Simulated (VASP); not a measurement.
A run of VASP 6.6.1 is set up as follows.

Contents of INCAR:

```
SYSTEM = Ge8MoW3
ALGO = Fast ; EDIFF = 1E-6
ENCUT = 520 ; GGA = PE
ISIF = 2 ; ISMEAR = 0
LASPH = .TRUE. ; LCHARG = .TRUE.
LELF = .TRUE. ; LREAL = .FALSE.
LVHAR = .TRUE. ; LWAVE = .FALSE.
NBANDS = 96 ; NELM = 80
PREC = Accurate ; SIGMA = 0.1
```

KPOINTS

```
k-points
0
G
  8 8 6
  0 0 0
```

POSCAR

```
Ge8MoW3
1.0
    4.7264061000      0.0000000000      0.0000000000
    0.0000000000      4.7264061000      0.0000000000
    0.0000000000      0.0000000000      8.2858931000
Ge Mo W
8 1 3
Direct
    0.0000000000      0.0000000000      0.3371740000
    0.0000000000      0.5000000000      0.8380870000
    0.5000000000      0.0000000000      0.8380870000
    0.5000000000      0.5000000000      0.3376130000
    0.0000000000      0.0000000000      0.6628260000
    0.0000000000      0.5000000000      0.1619130000
    0.5000000000      0.0000000000      0.1619130000
    0.5000000000      0.5000000000      0.6623870000
    0.0000000000      0.0000000000      0.0000000000
    0.0000000000      0.5000000000      0.5000000000
    0.5000000000      0.0000000000      0.5000000000
    0.5000000000      0.5000000000      0.0000000000
```

Potentials or basis: VASP PAW PBE potentials, release 64 (Ge_d, Mo_sv, W_sv).

Launch:

```console
$ cat potpaw_PBE.64/Ge_d/POTCAR potpaw_PBE.64/Mo_sv/POTCAR potpaw_PBE.64/W_sv/POTCAR > POTCAR
$ mpirun -np 1 vasp_std > vasp.out
```

**Question.** What does it give for the largest force?

**Answer.** 0.007 eV/Å.

**Question.** Predict the band gap on the k mesh.

**Answer.** Zero (bands 84 and 85 overlap by 0.38 eV).

**Question.** What does it give for the pressure?

**Answer.** 0.2 GPa.

Forces in eV/Å, atoms in the order of the input:
```
Ge   0.000  0.000 -0.007
Ge   0.000  0.000 -0.007
Ge   0.000  0.000 -0.007
Ge   0.000  0.000 -0.006
Ge   0.000  0.000  0.007
Ge   0.000  0.000  0.007
Ge   0.000  0.000  0.007
Ge   0.000  0.000  0.006
Mo   0.000  0.000  0.000
W    0.000  0.000  0.000
W    0.000  0.000  0.000
W    0.000  0.000  0.000
```

Caveat: spin-orbit coupling is left out, which moves the levels of the heavy elements.
